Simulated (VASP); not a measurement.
# GdN (Fm-3m) in VASP: further runs

The runs below take GdN through single point, with r2SCAN.

Everything below comes from runs of VASP 6.6.1. Logs are shortened: lines on timing, memory, paths and dates and some standing lists are left out, and cuts for length are marked.

## (1) The cell of the first run

The structure is cubic, space group Fm-3m (No. 225). The conventional cell has a = 4.973 Å, b = 4.973 Å, c = 4.973 Å, α = 90.00°, β = 90.00°, γ = 90.00°. Within 3.3 Å of Gd (site symmetry m-3m) lie 6 N at 2.49 Å. Within 3.3 Å of N (site symmetry m-3m) lie 6 Gd at 2.49 Å.

## (2) Single point, r2SCAN, collinear spin, ferromagnetic start

POSCAR

```
GdN
1.0
    0.0000000000      2.4865533670      2.4865533670
    2.4865533670      0.0000000000      2.4865533670
    2.4865533670      2.4865533670      0.0000000000
Gd N
1 1
Direct
    0.5000000000      0.5000000000      0.5000000000
    0.0000000000      0.0000000000      0.0000000000
```

INCAR.step1

```
SYSTEM = GdN
PREC = Accurate ; ENCUT = 520
ISMEAR = 0 ; SIGMA = 0.05
LREAL = .False. ; LASPH = .True.
NELM = 150 ; ISPIN = 2
MAGMOM = 7 0 ; LMAXMIX = 6
NBANDS = 22 ; GGA = PE
ALGO = Normal ; EDIFF = 1E-4
LWAVE = .True. ; LCHARG = .False.
```

INCAR.step2

```
SYSTEM = GdN
PREC = Accurate ; ENCUT = 520
EDIFF = 1E-6 ; ISMEAR = 0
SIGMA = 0.05 ; LREAL = .False.
LASPH = .True. ; NELM = 150
ALGO = Normal ; ISIF = 2
LWAVE = .False. ; LCHARG = .False.
ISPIN = 2 ; MAGMOM = 7 0
LORBIT = 11 ; LMAXMIX = 6
METAGGA = R2SCAN ; LMIXTAU = .True.
NBANDS = 22 ; ISTART = 1
```

KPOINTS

```
regular mesh
0
Gamma
  12 12 12
  0 0 0
```

Potentials or basis: VASP PAW PBE potentials, release 64 (Gd, N).

Launch:

```bash
$ cat potpaw_PBE.64/Gd/POTCAR potpaw_PBE.64/N/POTCAR > POTCAR
$ cp INCAR.step1 INCAR
$ mpirun -np 1 vasp_std > vasp.out
$ cp INCAR.step2 INCAR
$ mpirun -np 1 vasp_std > vasp.out
```

OUTCAR:

```text
SYSTEM = GdN
   PREC = Accurate
   ENCUT = 520
   EDIFF = 1E-6
   ISMEAR = 0
   LREAL = .False.
   LASPH = .True.
   NELM = 150
   ISIF = 2
   ISPIN = 2
   LORBIT = 11
   METAGGA = R2SCAN
   ISTART = 1

 ion  position               nearest neighbor table
   1  0.500  0.500  0.500-   2 2.49   2 2.49   2 2.49   2 2.49   2 2.49   2 2.49
   2  0.000  0.000  0.000-   1 2.49   1 2.49   1 2.49   1 2.49   1 2.49   1 2.49

  LATTYP: Found a face centered cubic cell.
 ALAT       =     4.9731067340

  Lattice vectors:

 A1 = (   0.0000000000,   2.4865533670,   2.4865533670)
 A2 = (   2.4865533670,   0.0000000000,   2.4865533670)
 A3 = (   2.4865533670,   2.4865533670,   0.0000000000)

Analysis of symmetry for initial positions (statically):
=====================================================================
 Subroutine PRICEL returns:
 Original cell was already a primitive cell.

 Routine SETGRP: Setting up the symmetry group for a
 face centered cubic supercell.

 Subroutine GETGRP returns: Found 48 space group operations
 (whereof 48 operations were pure point group operations)
 out of a pool of 48 trial point group operations.

The static configuration has the point symmetry O_h .

Analysis of symmetry for dynamics (positions and initial velocities):
=====================================================================
 Subroutine PRICEL returns:
 Original cell was already a primitive cell.

 Routine SETGRP: Setting up the symmetry group for a
 face centered cubic supercell.

 Subroutine GETGRP returns: Found 48 space group operations
 (whereof 48 operations were pure point group operations)
 out of a pool of 48 trial point group operations.

The dynamic configuration has the point symmetry O_h .

Analysis of structural, dynamic, and magnetic symmetry:
=====================================================================
 Subroutine PRICEL returns:
 Original cell was already a primitive cell.

 Routine SETGRP: Setting up the symmetry group for a
 face centered cubic supercell.

 Subroutine GETGRP returns: Found 48 space group operations
 (whereof 48 operations were pure point group operations)
 out of a pool of 48 trial point group operations.

The overall configuration has the point symmetry O_h .

 Subroutine INISYM returns: Found 48 space group operations
 (whereof 48 operations are pure point group operations),
 and found     1 'primitive' translations

----------------------------------------------------------------------------------------

                                     Primitive cell

  volume of cell :      30.7485

  direct lattice vectors                    reciprocal lattice vectors
     0.000000000  2.486553367  2.486553367    -0.201081548  0.201081548  0.201081548
     2.486553367  0.000000000  2.486553367     0.201081548 -0.201081548  0.201081548
     2.486553367  2.486553367  0.000000000     0.201081548  0.201081548 -0.201081548

  length of vectors
     3.516517495  3.516517495  3.516517495     0.348283457  0.348283457  0.348283457

  position of ions in fractional coordinates (direct lattice)
     0.500000000  0.500000000  0.500000000
     0.000000000  0.000000000  0.000000000

  ion indices of the primitive-cell ions
   primitive index   ion index
                 1           1
                 2           2

----------------------------------------------------------------------------------------

 KPOINTS: regular mesh

Automatic generation of k-mesh.
 Grid dimensions read from file:
 generate k-points for:   12   12   12

 Generating k-lattice:

  Cartesian coordinates                     Fractional coordinates (reciprocal lattice)
    -0.016756796  0.016756796  0.016756796     0.083333333  0.000000000  0.000000000
     0.016756796 -0.016756796  0.016756796     0.000000000  0.083333333  0.000000000
     0.016756796  0.016756796 -0.016756796     0.000000000  0.000000000  0.083333333

  Length of vectors
     0.029023621  0.029023621  0.029023621

  Shift w.r.t. Gamma in fractional coordinates (k-lattice)
     0.000000000  0.000000000  0.000000000

 Subroutine IBZKPT returns following result:
 ===========================================

 Found     72 irreducible k-points:

 Following reciprocal coordinates:
            Coordinates               Weight
  0.000000  0.000000  0.000000      1.000000
  0.083333  0.000000  0.000000      8.000000
  0.166667  0.000000  0.000000      8.000000
  0.250000  0.000000  0.000000      8.000000
  0.333333  0.000000  0.000000      8.000000
  0.416667  0.000000  0.000000      8.000000
[... 16 lines left out ...]
  0.500000  0.166667  0.000000     24.000000
 -0.416667  0.166667  0.000000     24.000000
 [... further k-points ...]
   k-points           NKPTS =     72   k-points in BZ     NKDIM =     72   number of bands    NBANDS=     22
   number of dos      NEDOS =    301   number of ions     NIONS =      2
   total plane-waves  NPLWV =  21952
   dimension x,y,z NGX =    28 NGY =   28 NGZ =   28
   dimension x,y,z NGXF=    56 NGYF=   56 NGZF=   56
   ions per type =               1   1
   NGX,Y,Z   is equivalent  to a cutoff of  13.24, 13.24, 13.24 a.u.
   NGXF,Y,Z  is equivalent  to a cutoff of  26.47, 26.47, 26.47 a.u.
 SYSTEM =  GdN
   PREC   = accura    normal or accurate (medium, high low for compatibility)
   ISTART =      1    job   : 0-new  1-cont  2-samecut
   ICHARG =      0    charge: 1-file 2-atom 10-const
   ISPIN  =      2    spin polarized calculation?
   LNONCOLLINEAR =      F non collinear calculations
   LSORBIT =      F    spin-orbit coupling
   LASPH  =      T    aspherical Exc in radial PAW
   ENCUT  =  520.0 eV  38.22 Ry    6.18 a.u.   6.54  6.54  6.54*2*pi/ulx,y,z
   NELM   =    150;   NELMIN=  2; NELMDL=  0     # of ELM steps
   EDIFF  = 0.1E-05   stopping-criterion for ELM
   LREAL  =      F    real-space projection
   EDIFFG = 0.1E-04   stopping-criterion for IOM
   NSW    =      0    number of steps for IOM
   IBRION =     -1    ionic relax: 0-MD 1-quasi-New 2-CG
   NFREE  =      0    steps in history (QN), initial steepest desc. (CG)
   ISIF   =      2    stress and relaxation
   ISYM   =      2    0-nonsym 1-usesym 2-fastsym
   POTIM  = 0.5000    time-step for ionic-motion
   TEBEG  =    0.0;   TEEND  =   0.0 temperature during run
   PSTRESS=    0.0 pullay stress
   NELECT =      23.0000    total number of electrons
   NUPDOWN=      -1.0000    fix difference up-down
   EMIN   =  10.00;   EMAX   =-10.00  energy-range for DOS
   EFERMI =   0.00;   METHOD = LEGACY
   ISMEAR =     0;   SIGMA  =   0.05  broadening in eV -4-tet -1-fermi 0-gaus
   EFERMI_NEDOS =   21; number of points for ismear=-14 and -15
   IALGO  =     38    algorithm
   IMIX   =      4    mixing-type and parameters
     AMIX     =   0.40;   BMIX     =  1.00
     AMIX_MAG =   1.60;   BMIX_MAG =  1.00
  volume/ion in A,a.u.               =      15.37       103.75
  Fermi-wavevector in a.u.,A,eV,Ry     =   1.486083  2.808289 30.047677  2.208442
  Thomas-Fermi vector in A             =   2.599414
   LORBIT       =     11    0 simple, 1 ext, 2 COOP (PROOUT), +10 PAW based schemes
   METAGGA = R2SCAN    functional components
   LHFCALC =     F    Hartree Fock is set to
   AEXX    =    0.0000 exact exchange contribution
   IVDW    =     0    specifies the selected vdW correction
   LEPSILON=     F    determine dielectric tensor
   LRPA    =     F    only Hartree local field effects (RPA)
 spin polarized calculation
 Gauss-broadening in eV      SIGMA  =   0.05
  energy-cutoff  :      520.00
  volume of cell :       30.75
 maximum number of plane-waves:       869
 NGX is ok and might be reduce to    28
   NGX = 13   NGY = 13   NGZ = 13

 number of electron      23.0000006 magnetization       7.0000010

 Free energy of the ion-electron system (eV)
  ---------------------------------------------------
  ext. energy  EPLUGINS =         0.00000000
  ---------------------------------------------------
  free energy    TOTEN  =       -53.85640433 eV

  energy without entropy =      -53.85630577  energy(sigma->0) =      -53.85635505

 E-fermi :   3.8994     XC(G=0): -12.2887

 val. band max:        3.8993221987   @ k =   0.0833   0.0833   0.0000
 cond. band min:       4.1005694167   @ k =   0.0000   0.0000   0.0000
 fundamental gap:      0.2012472180
 Fermi energy:         3.8993837262

 spin component 1

 k-point     1 :       0.0000    0.0000    0.0000
  band No.  band energies     occupation
      1     -41.5601      1.00000
      2     -17.8718      1.00000
      3     -17.8717      1.00000
      4     -17.8717      1.00000
      5      -9.9844      1.00000
      6      -0.2068      1.00000
[... 14 lines left out ...]
     21       8.7635      0.00000
     22      15.2436      0.00000
[... 552 lines left out ...]
  band No.  band energies     occupation
      1     -41.4566      1.00000
      2     -18.9121      1.00000
      3     -18.1524      1.00000
      4     -17.9977      1.00000
      5      -8.5325      1.00000
      6      -0.2374      1.00000
[... 14 lines left out ...]
     21      14.5449      0.00000
     22      16.9026      0.00000

 [... further k-points ...]

 spin component 2

 k-point     1 :       0.0000    0.0000    0.0000
  band No.  band energies     occupation
      1     -37.8610      1.00000
      2     -15.2549      1.00000
      3     -15.2549      1.00000
      4     -15.2549      1.00000
      5     -10.0251      1.00000
      6       3.0201      1.00000
[... 14 lines left out ...]
     21       9.9548      0.00000
     22      16.3288      0.00000
[... 552 lines left out ...]
  band No.  band energies     occupation
      1     -37.7168      1.00000
      2     -16.7208      1.00000
      3     -15.6172      1.00000
      4     -15.4074      1.00000
      5      -8.4002      1.00000
      6       0.2903      1.00000
[... 14 lines left out ...]
     21      15.8928      0.00000
     22      18.0991      0.00000

 [... further k-points ...]

------------------------ aborting loop because EDIFF is reached ----------------------------------------

  FORCE on cell =-STRESS in cart. coord.  units (eV):
  Direction    XX          YY          ZZ          XY          YZ          ZX
  --------------------------------------------------------------------------------------
  -------------------------------------------------------------------------------------
  Total        0.0070021      0.0070021      0.0070021      0.0000000      0.0000000      0.0000000
  in kB        0.3648507      0.3648507      0.3648507      0.0000000      0.0000000      0.0000000
  external PRESSURE =       0.3648507 kB  Pullay stress =       0.0000000 kB

 VOLUME and BASIS-vectors are now :
 -----------------------------------------------------------------------------
  energy-cutoff  :      520.00
  volume of cell :       30.75
      direct lattice vectors                 reciprocal lattice vectors
     0.000000000  2.486553367  2.486553367    -0.201081548  0.201081548  0.201081548
     2.486553367  0.000000000  2.486553367     0.201081548 -0.201081548  0.201081548
     2.486553367  2.486553367  0.000000000     0.201081548  0.201081548 -0.201081548

 POSITION                                       TOTAL-FORCE (eV/Angst)
 -----------------------------------------------------------------------------------
      2.48655      2.48655      2.48655        -0.000000     -0.000000      0.000000
      0.00000      0.00000      0.00000         0.000000      0.000000     -0.000000
 -----------------------------------------------------------------------------------
    total drift:                                0.000000      0.000000      0.000000

  FREE ENERGIE OF THE ION-ELECTRON SYSTEM (eV)
  ---------------------------------------------------
  free  energy   TOTEN  =       -53.8564043336 eV

  energy  without entropy=      -53.8563057714  energy(sigma->0) =      -53.85635505

 total charge

# of ion       s       p       d       f       tot
--------------------------------------------------
    1        2.039   5.694   0.519   6.985  15.237
    2        1.254   2.421   0.000   0.000   3.675
--------------------------------------------------
tot          3.293   8.114   0.519   6.985  18.911

 magnetization (x)

# of ion       s       p       d       f       tot
--------------------------------------------------
    1       -0.011  -0.130   0.086   6.846   6.791
    2       -0.011  -0.110   0.000   0.000  -0.121
--------------------------------------------------
tot         -0.022  -0.240   0.086   6.846   6.670
```

It took 4.6 min on 1 thread of Intel Xeon 6975P-C (Granite Rapids), shared host; peak memory 0.25 GiB.

Results:

* Free energy: -53.8564 eV
* Pressure: 0.0 GPa
* Band gap on the k mesh: zero (filled and empty bands overlap)
* Net moment: 7.00 μB per cell
* Site moments: Gd +6.79; N -0.12 μB
* Valence electrons inside the program's atomic spheres: Gd 15.24; N 3.67

Caveat: the PAW data sets were made with another functional, which shifts forces and pressure a little; spin-orbit coupling is left out, which moves the levels of the heavy elements; a cell with one magnetic atom can't hold antiferromagnetic order, which such compounds often take; semilocal functionals describe open f shells poorly, which spoils levels, moments and volumes. With open d or f shells a metallic result of r2SCAN can be an artefact of self-interaction; +U or a hybrid may open a gap.

## (3) Single point, r2SCAN, collinear spin, ferromagnetic start (15.68 Å³/atom)

This run uses another cell than the first one, of 15.68 Å³/atom.

POSCAR

```
GdN
1.0
    0.0000000000      2.5030210878      2.5030210878
    2.5030210878      0.0000000000      2.5030210878
    2.5030210878      2.5030210878      0.0000000000
Gd N
1 1
Direct
    0.5000000000      0.5000000000      0.5000000000
    0.0000000000      0.0000000000      0.0000000000
```

INCAR.step1

```
PREC = Accurate
ENCUT = 520
ISMEAR = 0
SIGMA = 0.05
LREAL = False
LASPH = True
NELM = 150
ISPIN = 2
MAGMOM = 7.62 0
LMAXMIX = 6
NBANDS = 22
GGA = PE
ALGO = Normal
EDIFF = 1E-4
LWAVE = True
LCHARG = False
```

INCAR.step2

```
PREC = Accurate
ENCUT = 520
EDIFF = 1E-6
ISMEAR = 0
SIGMA = 0.05
LREAL = False
LASPH = True
NELM = 150
ALGO = Normal
ISIF = 2
LWAVE = False
LCHARG = False
ISPIN = 2
MAGMOM = 7.62 0
LORBIT = 11
LMAXMIX = 6
METAGGA = R2SCAN
LMIXTAU = True
NBANDS = 22
ISTART = 1
```

KPOINTS

```
Automatic mesh
0
Gamma
  12 12 12
```

Potentials or basis: VASP PAW PBE potentials, release 64 (Gd, N).

Launch:

```bash
$ cat potpaw_PBE.64/Gd/POTCAR potpaw_PBE.64/N/POTCAR > POTCAR
$ cp INCAR.step1 INCAR
$ mpirun -np 1 vasp_std > vasp.out
$ cp INCAR.step2 INCAR
$ mpirun -np 1 vasp_std > vasp.out
```

Wall time 4.3 min (1 thread of Intel Xeon 6975P-C (Granite Rapids), shared host); peak memory 0.25 GiB.

It converged, with:

* Free energy: -53.8514 eV
* Pressure: -3.0 GPa
* Band gap on the k mesh: zero (filled and empty bands overlap)
* Net moment: 7.00 μB per cell
* Site moments: Gd +6.79; N -0.12 μB
* Valence electrons inside the program's atomic spheres: Gd 15.22; N 3.66

Levels at points of the mesh, in eV from the Fermi level:
Spin up:
| k point | band 12 | band 13 | band 14 | band 15 | band 16 | band 17 | band 18 | band 19 |
| --- | --- | --- | --- | --- | --- | --- | --- | --- |
| (0.00, 0.00, 0.00) | -3.79 | 0.19 | 0.19 | 0.19 | 2.71 | 2.71 | 2.71 | 3.63 |
| (0.50, 0.00, 0.00) | -3.78 | -3.78 | -2.64 | -2.64 | 5.43 | 6.07 | 6.07 | 7.03 |
| (0.50, 0.50, 0.00) | -3.83 | -1.58 | -0.28 | -0.28 | -0.22 | 6.63 | 6.77 | 7.68 |
Spin down:
| k point | band 5 | band 6 | band 7 | band 8 | band 9 | band 10 | band 11 | band 12 |
| --- | --- | --- | --- | --- | --- | --- | --- | --- |
| (0.00, 0.00, 0.00) | -13.85 | -0.84 | -0.84 | -0.84 | 2.79 | 3.44 | 3.44 | 3.44 |
| (0.50, 0.00, 0.00) | -11.96 | -4.09 | -2.56 | -2.56 | 2.93 | 3.08 | 3.08 | 3.37 |
| (0.50, 0.50, 0.00) | -13.63 | -1.21 | -0.83 | -0.83 | 0.57 | 3.15 | 3.22 | 3.27 |

Caveat: the PAW data sets were made with another functional, which shifts forces and pressure a little; spin-orbit coupling is left out, which moves the levels of the heavy elements; a cell with one magnetic atom can't hold antiferromagnetic order, which such compounds often take; semilocal functionals describe open f shells poorly, which spoils levels, moments and volumes. The state reached can hang on the start; a lower one may exist.

## (4) Single point, r2SCAN, collinear spin, ferromagnetic start (15.99 Å³/atom)

This run uses another cell than the first one, of 15.99 Å³/atom.

POSCAR

```
GdN
1.0
    0.0000000000      2.5192749269      2.5192749269
    2.5192749269      0.0000000000      2.5192749269
    2.5192749269      2.5192749269      0.0000000000
Gd N
1 1
Direct
    0.5000000000      0.5000000000      0.5000000000
    0.0000000000      0.0000000000      0.0000000000
```

INCAR.step1

```
SYSTEM = GdN
ALGO = Normal
EDIFF = 1E-4
ENCUT = 520
GGA = PE
ISMEAR = 0
ISPIN = 2
LASPH = .TRUE.
LCHARG = .FALSE.
LMAXMIX = 6
LREAL = .FALSE.
LWAVE = .TRUE.
MAGMOM = 7.63 0
NBANDS = 22
NELM = 150
PREC = Accurate
SIGMA = 0.05
```

INCAR.step2

```
SYSTEM = GdN
ALGO = Normal
EDIFF = 1E-7
ENCUT = 520
ISIF = 2
ISMEAR = 0
ISPIN = 2
ISTART = 1
LASPH = .TRUE.
LCHARG = .TRUE.
LELF = .TRUE.
LMAXMIX = 6
LMIXTAU = .TRUE.
LORBIT = 11
LREAL = .FALSE.
LVHAR = .TRUE.
LWAVE = .FALSE.
MAGMOM = 7.63 0
METAGGA = R2SCAN
NBANDS = 22
NELM = 150
PREC = Accurate
SIGMA = 0.05
```

KPOINTS

```
k-points
0
G
  12 12 12
  0 0 0
```

Launch:

```bash
$ cat potpaw_PBE.64/Gd/POTCAR potpaw_PBE.64/N/POTCAR > POTCAR
$ cp INCAR.step1 INCAR
$ mpirun -np 1 vasp_std > vasp.out
$ cp INCAR.step2 INCAR
$ mpirun -np 1 vasp_std > vasp.out
```

Wall time 4.9 min (1 thread of Intel Xeon 6975P-C (Granite Rapids), shared host); peak memory 0.26 GiB.

The run converged. Its results:

- Free energy: -53.8354 eV
- Pressure: -5.7 GPa
- Band gap on the k mesh: zero (filled and empty bands overlap)
- Net moment: 7.00 μB per cell
- Site moments: Gd +6.79; N -0.12 μB
- Valence electrons inside the program's atomic spheres: Gd 15.20; N 3.65

Levels at points of the mesh, in eV from the Fermi level:
Spin up:
```
           k point  band 12  band 13  band 14  band 15  band 16  band 17  band 18  band 19
(0.00, 0.00, 0.00)    -3.87     0.18     0.18     0.18     2.70     2.70     2.70     3.48
(0.50, 0.00, 0.00)    -3.86    -3.86    -2.57    -2.57     5.35     5.97     5.97     6.90
(0.50, 0.50, 0.00)    -3.91    -1.60    -0.30    -0.30    -0.16     6.52     6.59     7.54
```
Spin down:
```tsv
k point	band 5	band 6	band 7	band 8	band 9	band 10	band 11	band 12
(0.00, 0.00, 0.00)	-13.79	-0.81	-0.81	-0.81	2.74	3.36	3.36	3.36
(0.50, 0.00, 0.00)	-12.00	-4.03	-2.49	-2.49	2.87	3.02	3.02	3.29
(0.50, 0.50, 0.00)	-13.56	-1.25	-0.83	-0.83	0.61	3.09	3.15	3.20
```

Caveat: the cell stands under tension; the PAW data sets were made with another functional, which shifts forces and pressure a little; spin-orbit coupling is left out, which moves the levels of the heavy elements; a cell with one magnetic atom can't hold antiferromagnetic order, which such compounds often take; semilocal functionals describe open f shells poorly, which spoils levels, moments and volumes. The state reached can hang on the start; a lower one may exist.

## (5) Summary

```tsv
cell	gap on the mesh (eV)	pressure (GPa)	moment (μB)
a = 3.517 Å, angles 60.0°, 2 atoms	none	0.0	7.00
a = 3.540 Å, angles 60.0°, 2 atoms	none	-3.0	7.00
a = 3.563 Å, angles 60.0°, 2 atoms	none	-5.7	7.00
```

Alike in all rows: task single point; level r2SCAN; potentials or basis VASP PAW PBE potentials, release 64 (Gd, N); spin collinear, ferromagnetic start; k mesh 12 × 12 × 12; cutoff (eV) 520; smearing gaussian 0.05 eV.

Caveats: the PAW data sets were made with another functional, which shifts forces and pressure a little; spin-orbit coupling is left out, which moves the levels of the heavy elements; a cell with one magnetic atom can't hold antiferromagnetic order, which such compounds often take; semilocal functionals describe open f shells poorly, which spoils levels, moments and volumes; the cell stands under tension (at least some runs).

Absolute energies hang on the potentials; compare differences alone.
